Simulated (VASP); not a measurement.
Write the native input for VASP 6.6.1 that does the following.

* Task: single point
* Functional: LDA
* Potentials or basis: VASP PAW LDA potentials, release 64 (Sn_d, O)
* Cutoff: 520 eV
* k mesh: 4 × 4 × 4
* Occupations: gaussian, width 0.05 eV
* Spin: no spin polarisation
* Dipole correction: no
* Further INCAR settings: ALGO = Normal; EDIFF = 1e-06; NBANDS = 64

The structure of SnO2 lies in POSCAR:

```
SnO2
1.0
   -0.0000045226      4.4300368833      4.4312004793
    4.4308125114      0.0000526730      4.4312299516
    4.4307721257      4.4300187708     -0.0000435711
Sn O
4 8
Direct
    0.1249924764      0.1250068813      0.6249993435
    0.6249993047      0.1249714097      0.1250067595
    0.1250293469      0.6250004073      0.1249924631
    0.1249778053      0.1250229357      0.1249988967
    0.8907132454      0.8906910283      0.8907029430
    0.8906839262      0.3279408387      0.8906832406
    0.8906958194      0.8906815380      0.3279261404
    0.3279403523      0.8907146915      0.8906796910
    0.9220619948      0.3593214301      0.3593119158
    0.3593102454      0.3593076807      0.9220774237
    0.3592809040      0.9220580229      0.3593250701
    0.3593145792      0.3592831357      0.3592961126
```

This cell differs from its parent crystal: all atoms moved at random, sigma 0.05 Å a component, cell strained at random, sigma 0.1, then relaxed in part.

These files were run (other wordings do the same):

INCAR

```
SYSTEM = SnO2
ALGO = Normal
EDIFF = 1E-6
ENCUT = 520
GGA = CA
ISIF = 2
ISMEAR = 0
LASPH = .TRUE.
LCHARG = .TRUE.
LELF = .TRUE.
LREAL = .FALSE.
LVHAR = .TRUE.
LWAVE = .FALSE.
NBANDS = 64
NELM = 100
PREC = Accurate
SIGMA = 0.05
```

KPOINTS

```
k-points
0
G
  4 4 4
  0 0 0
```

Potentials or basis: VASP PAW LDA potentials, release 64 (Sn_d, O).

Launch:

```sh
$ cat potpaw_LDA.64/Sn_d/POTCAR potpaw_LDA.64/O/POTCAR > POTCAR
$ mpirun -np 1 vasp_std > vasp.out
```

Results of the run:

```json
{
 "Pressure": "0.9 GPa",
 "Largest force": "0.076 eV/Å",
 "Band gap on the k mesh": "2.06 eV, direct"
}
```

Caveat: the cell differs from its parent crystal (all atoms moved at random, sigma 0.05 Å a component, cell strained at random, sigma 0.1, then relaxed in part); spin-orbit coupling is left out, which moves the levels of the heavy elements.

It took 9.5 min on 1 thread of Intel(R) Xeon(R) Platinum 8488C (Sapphire Rapids), on a shared host, peak memory 0.42 GiB.
